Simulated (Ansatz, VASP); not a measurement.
Sb2Pt in VASP and in Ansatz

Contents of INCAR:

```
PREC = Accurate
ENCUT = 520
EDIFF = 1E-6
ISMEAR = 0
SIGMA = 0.05
LREAL = False
LASPH = True
NELM = 80
ALGO = Normal
ISIF = 2
LWAVE = False
LCHARG = False
GGA = PS
NBANDS = 17
```

KPOINTS

```
Automatic mesh
0
Gamma
  10 10 6
```

The input POSCAR:

```
Sb2Pt
1.0
    4.0599872515      0.0000000000      0.0000000000
   -2.0299936257      3.5160520988      0.0000000000
    0.0000000000      0.0000000000      5.2259058719
Pt Sb
1 2
Direct
    0.0000000000      0.0000000000      0.0000000000
    0.3333333333      0.6666666667      0.2584105895
    0.6666666667      0.3333333333      0.7415894105
```

Input for Ansatz:

```yaml
crystal:
  lattice:
    - [4.0599872515, 0.0, 0.0]
    - [-2.0299936257, 3.5160520988, 0.0]
    - [0.0, 0.0, 5.2259058719]
  atoms:
    - { symbol: Pt, position: [0.0, 0.0, 0.0] }
    - { symbol: Sb, position: [0.3333333333, 0.6666666667, 0.2584105895] }
    - { symbol: Sb, position: [0.6666666667, 0.3333333333, 0.7415894105] }
basis:
  ecutwfc: 420
  ecutrho_ratio: 4
kpoints:
  mp_grid: { grid: [10, 10, 6] }
hamiltonian:
  xc: pbesol
scf:
  occupations: { method: gaussian, width: 0.05 }
output:
  forces: true
  stress: true
  eigenvalues: true
  populations: true
```

Alike in both runs: task single point; functional PBEsol; k mesh 10 × 10 × 6; occupations gaussian, width 0.05 eV; no spin polarisation.

```csv
,VASP,Ansatz
version,VASP 6.6.1,Ansatz 0.2.0
potentials or method,"VASP PAW PBE potentials, release 64 (Pt, Sb), cutoff 520 eV","scalar-relativistic, plane waves, PAW"
valence electrons in the cell,20,48
```

|  | VASP | Ansatz | Ansatz less VASP |
| --- | --- | --- | --- |
| gap on the k mesh at the Fermi level (eV) | none | none | - |
| pressure (GPa) | -4.3 | -4.1 | +0.14 |
| traceless stress, the component that is largest in VASP (GPa) | 0.48 | 0.44 | -0.046 |
| rms of the force components (eV/Å) | 0.108 | 0.105 | -0.0028 |

VASP's potentials were made for PBE, not for PBEsol. Atom by atom the forces differ by 0.003 eV/Å (rms over components). A gap of «none» marks a metal or a gap that the smearing closes. With one functional, cell and mesh, what is left measures potentials, basis and numerics. VASP's potentials hold 20 valence electrons a cell and Ansatz's 48, so a difference there can come from the potentials and not from the codes.

Neither program's run includes spin-orbit coupling.
